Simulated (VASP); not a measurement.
A run of VASP 6.6.1:

Contents of INCAR:

```
PREC = Accurate ; ENCUT = 520
EDIFF = 1E-6 ; ISMEAR = -1
SIGMA = 0.05 ; LREAL = False
LASPH = True ; NELM = 100
ALGO = Fast ; ISIF = 2
LWAVE = False ; LCHARG = False
GGA = B5 ; ALDAX = 1.0
AGGAX = 1.0 ; AGGAC = 1.0
ALDAC = 0.0 ; IVDW = 13
VDW_S6 = 1.0 ; VDW_S8 = 2.34076671
VDW_A1 = 0.44488865 ; VDW_A2 = 4.0933009
NBANDS = 22
```

KPOINTS

```
regular mesh
0
Gamma
  11 11 3
```

The input POSCAR:

```
Re
1.0
    2.7741630019      0.0000000000      0.0000000000
   -1.3870815009      2.4024956339      0.0000000000
    0.0000000000      0.0000000000      8.9557544973
Re
4
Direct
    0.6666666667      0.3333333333      0.7500000000
    0.0000000000      0.0000000000      0.5000000000
    0.3333333333      0.6666666667      0.2500000000
    0.0000000000      0.0000000000      0.0000000000
```

Potentials or basis: VASP PAW PBE potentials, release 64 (Re).

Command:

```console
$ cat potpaw_PBE.64/Re/POTCAR > POTCAR
$ mpirun -np 1 vasp_std > vasp.out
```

Hardware: 1 thread of Intel(R) Xeon(R) 6975P-C (Granite Rapids), on a shared host.

Question: Estimate the wall time of this run.

Answer: Wall time 54 s on 1 thread of Intel(R) Xeon(R) 6975P-C (Granite Rapids), on a shared host, peak memory 0.2 GiB. Counts: scf iterations 17, k points 32.
